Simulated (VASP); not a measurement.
A run of VASP 6.6.1:

File INCAR:

```
SYSTEM = Cs
ALGO = Normal ; EDIFF = 1E-6
EDIFFG = -0.005 ; ENCUT = 600
GGA = PE ; IBRION = 2
ISIF = 3 ; ISMEAR = -1
LASPH = .TRUE. ; LCHARG = .FALSE.
LREAL = .FALSE. ; LWAVE = .FALSE.
NELM = 80 ; NSW = 32
PREC = Accurate ; PSTRESS = 3.1
SIGMA = 0.05
```

The input KPOINTS:

```
k-points
0
G
  9 9 9
  0 0 0
```

File POSCAR:

```
Cs
1.0
   -2.9499058574      2.9499058574      2.9499058574
    2.9499058574     -2.9499058574      2.9499058574
    2.9499058574      2.9499058574     -2.9499058574
Cs
1
Direct
    0.0000000000      0.0000000000      0.0000000000
```

Potentials or basis: VASP PAW PBE potentials, release 64 (Cs_sv).

Command:

```console
$ cat potpaw_PBE.64/Cs_sv/POTCAR > POTCAR
$ mpirun -np 1 vasp_std > vasp.out
```

Hardware: 1 thread of Intel(R) Xeon(R) Platinum 8488C (Sapphire Rapids), on a shared host.

Question: How long does it take, and how much memory?

Answer: Wall time 30 s on 1 thread of Intel(R) Xeon(R) Platinum 8488C (Sapphire Rapids), on a shared host, peak memory 0.25 GiB. Counts: scf iterations 10, k points 35, ion steps 1.
